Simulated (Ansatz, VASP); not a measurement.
GaSb in VASP and in Ansatz

Contents of INCAR:

```
SYSTEM = GaSb
PREC = Accurate
ENCUT = 500
EDIFF = 1E-6
ISMEAR = 0
SIGMA = 0.1
LREAL = .FALSE.
LASPH = .TRUE.
NELM = 120
ALGO = Normal
ISIF = 2
LWAVE = .FALSE.
LCHARG = .TRUE.
GGA = CA
LELF = .TRUE.
LVHAR = .TRUE.
NBANDS = 16
GGA_COMPAT = .FALSE.
```

Contents of KPOINTS:

```
Automatic mesh
0
G
  12 12 12
  0 0 0
```

The input POSCAR:

```
GaSb
1.0
    0.0000000000      3.0243850669      3.0243850669
    3.0243850669      0.0000000000      3.0243850669
    3.0243850669      3.0243850669      0.0000000000
Ga Sb
1 1
Direct
    0.0000000000      0.0000000000      0.0000000000
    0.2500000000      0.2500000000      0.2500000000
```

Input for Ansatz:

```yaml
crystal:
  lattice:
    - [0.0, 3.0243850669, 3.0243850669]
    - [3.0243850669, 0.0, 3.0243850669]
    - [3.0243850669, 3.0243850669, 0.0]
  atoms:
    - { symbol: Ga, position: [0.0, 0.0, 0.0] }
    - { symbol: Sb, position: [0.25, 0.25, 0.25] }
basis:
  ecutwfc: 420
kpoints:
  mp_grid: { grid: [12, 12, 12] }
  band_path:
    path:
      - [[0.0, 0.0, 0.0], [-0.5, -0.5, 0.0], [-0.375, -0.375, 0.25]]
      - [[-0.375, 0.0, 0.375], [0.0, 0.0, 0.0], [0.0, 0.0, 0.5], [-0.5, -0.25, 0.25], [-0.5, -0.5, 0.0]]
    npoints: 10
hamiltonian:
  xc: lda
  pseudopotentials: { kind: paw }
scf:
  occupations: { method: gaussian, width: 0.1 }
  n_extra_bands: 7
output:
  forces: true
  stress: true
  eigenvalues: true
  dos: { projected: false, de: 0.02, nscf_kmesh: { grid: [18, 18, 18] } }
  write_density: true
  write_potential: true
  elf: true
  volumetric_format: npy
```

Alike in both runs: task single point; functional LDA; k mesh 12 × 12 × 12; occupations gaussian, width 0.1 eV; no spin polarisation.

|  | VASP | Ansatz |
| --- | --- | --- |
| version | VASP 6.6.1 | Ansatz 0.2.0 |
| potentials or method | VASP PAW LDA potentials, release 64 (Ga_d, Sb), cutoff 500 eV | scalar-relativistic, plane waves, PAW |
| valence electrons in the cell | 18 | 28 |

|  | VASP | Ansatz | Ansatz less VASP |
| --- | --- | --- | --- |
| pressure (GPa) | 0.2 | 0.0 | -0.19 |

LDA's correlation is that of Perdew and Zunger in VASP and of Perdew and Wang (1992) in Ansatz. VASP's potentials hold 18 valence electrons a cell and Ansatz's 28, so a difference there can come from the potentials and not from the codes.

Spin-orbit coupling is off throughout.
